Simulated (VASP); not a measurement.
A run of VASP 6.6.1:

File POSCAR:

```
MgS
1.0
    0.0000000000      2.5800000000      2.5800000000
    2.5800000000      0.0000000000      2.5800000000
    2.5800000000      2.5800000000      0.0000000000
Mg S
1 1
Direct
    0.0000000000      0.0000000000      0.0000000000
    0.5000000000      0.5000000000      0.5000000000
```

The input INCAR.step1:

```
SYSTEM = MgS
PREC = Accurate ; ENCUT = 660
ISMEAR = 0 ; SIGMA = 0.01
LREAL = .False. ; LASPH = .True.
NELM = 120 ; NBANDS = 11
GGA = PE ; ALGO = Normal
EDIFF = 1E-5 ; LWAVE = .True.
LCHARG = .False. ; GGA_COMPAT = .False.
```

The input INCAR.step2:

```
SYSTEM = MgS
PREC = Accurate ; ENCUT = 660
EDIFF = 1E-6 ; ISMEAR = 0
SIGMA = 0.01 ; LREAL = .False.
LASPH = .True. ; NELM = 120
ALGO = Normal ; ISIF = 2
LWAVE = .False. ; LCHARG = .False.
METAGGA = R2SCAN ; LMIXTAU = .True.
NBANDS = 11 ; ISTART = 1
GGA_COMPAT = .False.
```

File KPOINTS:

```
Automatic mesh
0
Gamma
  4 4 4
  0 0 0
```

Potentials or basis: VASP PAW PBE potentials, release 64 (Mg, S).

The run is started by

```console
$ cat potpaw_PBE.64/Mg/POTCAR potpaw_PBE.64/S/POTCAR > POTCAR
$ cp INCAR.step1 INCAR
$ mpirun -np 1 vasp_std > vasp.out
$ cp INCAR.step2 INCAR
$ mpirun -np 1 vasp_std > vasp.out
```

Hardware: 1 thread of Intel Xeon 8259CL, with other jobs on the host.

Question: Estimate the wall time of this run.

Answer: Run time: 56 s on 1 thread of Intel Xeon 8259CL, on a shared host, peak memory 0.19 GiB. Counts: k points 8.
